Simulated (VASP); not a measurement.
Runs of VASP 6.6.1 on WC. It takes space group Fm-3m (No. 225, cubic). Conventional cell: a = 4.385 Å, b = 4.385 Å, c = 4.385 Å, α = 90.00°, β = 90.00°, γ = 90.00°. Within 2.9 Å of W (site symmetry m-3m) lie 6 C at 2.19 Å. C (site symmetry m-3m) has 6 W at 2.19 Å within 2.9 Å. 

```csv
level,potentials or basis,cutoff (eV),second run,gap on the mesh (eV),pressure (GPa)
BLYP,"VASP PAW PBE potentials, release 64 (W_sv, C)",520,-,none,(b)
PBEsol,"VASP PAW PBE potentials, release 64 (W_sv, C_h)",910,hard_potentials,none,-9.3
LDA,"VASP PAW LDA potentials, release 64 (W_sv, C_h)",910,hard_potentials,none,-14.1
PBEsol,"VASP PAW PBE potentials, release 64 (W_sv, C)",520,-,none,-9.1
LDA,"VASP PAW LDA potentials, release 64 (W_sv, C)",520,-,none,(a)
BLYP,"VASP PAW PBE potentials, release 64 (W_sv, C_h)",910,hard_potentials,none,13.8
```

Alike in all rows: task single point; no spin polarisation; cell as given; k mesh 10 × 10 × 10; smearing fermi-dirac 0.1 eV.

Problem. Fill in the values left out.

Solution. (a) -13.9; (b) 13.9.

Caveats: spin-orbit coupling is left out, which moves the levels of the heavy elements; the PAW data sets were made with another functional, which shifts forces and pressure a little (some runs); the cutoff is under 1.25 times the usual one of these potentials, so pressure, stress and relaxed cells hold a basis-set (Pulay) error (some runs).

A k mesh can miss the band edges, and the runs leave out spin-orbit coupling on W.

A gap of «none» marks levels without a gap at the run's occupations.
